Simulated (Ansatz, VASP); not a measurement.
**Two plane-wave programs on KI**

```xyz
2
Lattice="0.0000 3.6267 3.6267 3.6267 0.0000 3.6267 3.6267 3.6267 0.0000" Properties=species:S:1:pos:R:3 pbc="T T T"
K     0.0000    0.0000    0.0000
I     3.6267    3.6267    3.6267
```

Alike in both runs: task single point; functional PBE; k mesh 6 × 6 × 6; no spin polarisation.

|  | VASP | Ansatz |
| --- | --- | --- |
| version | VASP 6.6.1 | Ansatz 0.2.0 |
| potentials or method | VASP PAW PBE potentials, release 64 (K_sv, I) | plane waves, PAW |
| plane-wave cutoff (eV) | 520 | 420 |
| occupations | gaussian, width 0.01 eV | fixed |
| valence electrons in the cell | 16 | 26 |

```csv
,VASP,Ansatz,Ansatz less VASP
gap on the k mesh at the Fermi level (eV),3.79,3.79,+0.004
pressure (GPa),-0.3,-0.3,-0.02
```

VASP's potentials hold 16 valence electrons a cell and Ansatz's 26, so a difference there can come from the potentials and not from the codes.

Spin-orbit coupling is off throughout.
